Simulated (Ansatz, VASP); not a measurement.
**Two plane-wave programs on MgAgC6N6**

```
Mg Ag C N
1.0
     0.00000    5.27000    5.27000
     5.27000    0.00000    5.27000
     5.27000    5.27000    0.00000
Mg Ag C N
1 1 6 6
Direct
  0.00000 0.00000 0.00000
  0.50000 0.50000 0.50000
  0.81214 0.18786 0.18786
  0.18786 0.81214 0.18786
  0.18786 0.18786 0.81214
  0.18786 0.81214 0.81214
  0.81214 0.18786 0.81214
  0.81214 0.81214 0.18786
  0.70114 0.29886 0.29886
  0.29886 0.70114 0.29886
  0.29886 0.29886 0.70114
  0.29886 0.70114 0.70114
  0.70114 0.29886 0.70114
  0.70114 0.70114 0.29886
```

Alike in both runs: task single point; functional PBE; k mesh 4 × 4 × 4; occupations gaussian, width 0.1 eV; collinear spin.

```csv
,VASP,Ansatz
version,VASP 6.6.1,Ansatz 0.2.0
potentials or method,"VASP PAW PBE potentials, release 64 (Mg, Ag, C, N), cutoff 520 eV","scalar-relativistic, plane waves, PAW"
valence electrons in the cell,67,83
```

VASP gave:

```
gap on the k mesh at the Fermi level (eV)                     : none
pressure (GPa)                                                : 6.5
rms of the force components (eV/Å)                            : 0.962
net moment per atom (μB)                                      : 0.07
size of the moment on the site where the two differ most (μB) : 0.08
```

**Question.** Estimate Ansatz's values.

**Answer.** gap on the k mesh at the Fermi level (eV): none; pressure (GPa): 6.1; rms of the force components (eV/Å): 1.082; net moment per atom (μB): 0.07; size of the moment on the site where the two differ most (μB): 0.04.

Site moments also hang on the region over which each program counts them. Atom by atom the forces differ by 0.201 eV/Å (rms over components). A gap of «none» marks a metal or a gap that the smearing closes. VASP's potentials hold 67 valence electrons a cell and Ansatz's 83, so a difference there can come from the potentials and not from the codes.

Noted on VASP's run: the standard files for N, O and F lose accuracy on very short bonds.
